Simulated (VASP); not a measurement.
The system is Pt.

```xyz
1
Lattice="2.5488 0.0000 0.0000 0.0000 2.5488 0.0000 0.0000 0.0000 2.5488" Properties=species:S:1:pos:R:3 pbc="T T T"
Pt    0.0000    0.0000    0.0000
```

This isn't the form of Pt at room conditions, which is fcc.

* Program: VASP 6.6.1
* Task: relaxation of cell and atoms
* Functional: PBEsol
* Potentials or basis: VASP PAW PBE potentials, release 64 (Pt)
* Cutoff: 500 eV
* k mesh: 6 × 6 × 6
* Occupations: gaussian, width 0.1 eV
* Spin: no spin polarisation

At the start: pressure 11.1 GPa; volume 16.56 Å³/atom.

Q: Where does the relaxation end?

A: Over 4 steps the energy falls by 25.0 meV/atom and the volume is 17.32 Å³/atom (+4.6 %); space group Pm-3m (No. 221, to 0.1 Å) before and after.

Step by step:
```
step  energy change (eV)  largest force (eV/Å)  pressure (GPa)  volume (Å³)
   1              0.0000                0.0000           11.11        16.56
   2              0.1151                0.0000          -18.02        19.47
   3             -0.0249                0.0000           -0.38        17.34
   4             -0.0250                0.0000           -0.02        17.32
```

Final structure:
```
Pt
1.0
     2.58719    0.00000    0.00000
     0.00000    2.58719    0.00000
     0.00000    0.00000    2.58719
Pt
1
Direct
  0.00000 0.00000 0.00000
```

Caveat: the k points lie up to 0.40 Å⁻¹ apart in the final cell, too coarse for converged energies and pressures of a metal; the PAW data sets were made with another functional, which shifts forces and pressure a little.
